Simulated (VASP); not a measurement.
Here is a VASP 6.6.1 calculation.

The input INCAR:

```
PREC     = Accurate       # precision mode
ENCUT    = 520            # plane-wave cutoff, eV
EDIFF    = 1E-7           # SCF threshold, eV
ISMEAR   = 0              # smearing method
SIGMA    = 0.05           # smearing width, eV
LREAL    = F              # projectors in reciprocal space
LASPH    = T              # aspherical terms in the spheres
NELM     = 80             # most SCF steps
ALGO     = Normal         # electronic algorithm
ISIF     = 2              # what is computed and relaxed
LWAVE    = F              # write WAVECAR
LCHARG   = F              # write CHGCAR
GGA      = PE             # functional
NBANDS   = 16             # bands
```

The input KPOINTS:

```
Automatic mesh
0
Gamma
  12 12 6
```

POSCAR

```
BN
1.0
    2.6312174991      0.0000000000      0.0000000000
   -1.3156087495      2.2787011971      0.0000000000
    0.0000000000      0.0000000000      4.2245145363
B N
2 2
Direct
    0.6666666667      0.3333333333      0.9998058548
    0.3333333333      0.6666666667      0.4998058548
    0.6666666667      0.3333333333      0.6251941452
    0.3333333333      0.6666666667      0.1251941452
```

Potentials or basis: VASP PAW PBE potentials, release 64 (B, N).

Run with:

```sh
$ cat potpaw_PBE.64/B/POTCAR potpaw_PBE.64/N/POTCAR > POTCAR
$ mpirun -np 1 vasp_std > vasp.out
```

Task: What does it give for the pressure?

Result: -19.2 GPa.

Task: Predict the largest force.

Result: 0.013 eV/Å.

Forces on the atoms (eV/Å):
```
B    0.000  0.000  0.013
B    0.000  0.000  0.013
N    0.000  0.000 -0.013
N    0.000  0.000 -0.013
```

Caveat: the cell differs from its parent crystal (strain +0.0300 x Voigt [1, 1, 0, 0, 0, 0]).
